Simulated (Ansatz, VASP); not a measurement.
## Two plane-wave programs on Ni

```
CELL_PARAMETERS angstrom
0.00000 1.76380 1.76380
1.76380 0.00000 1.76380
1.76380 1.76380 0.00000
ATOMIC_POSITIONS crystal
Ni 0.00000 0.00000 0.00000
```

Alike in both runs: task single point; functional PBE; k mesh 14 × 14 × 14; occupations fermi-dirac, width 0.1 eV; collinear spin.

|  | VASP | Ansatz |
| --- | --- | --- |
| version | VASP 6.6.1 | Ansatz 0.2.0 |
| potentials or method | VASP PAW PBE potentials, release 64 (Ni), cutoff 600 eV | PAW, plane waves, scalar-relativistic |
| valence electrons in the cell | 10 | 18 |

```tsv
	VASP	Ansatz	Ansatz less VASP
pressure (GPa)	-1.2	-1.2	+0.06
net moment per atom (μB)	0.60	0.62	+0.016
size of the moment on the site where the two differ most (μB)	0.61	0.65	+0.043
```

Site moments also hang on the region over which each program counts them. The functional is the same, so the differences come from potentials, cutoffs and numerics. VASP's potentials hold 10 valence electrons a cell and Ansatz's 18, so a difference there can come from the potentials and not from the codes.
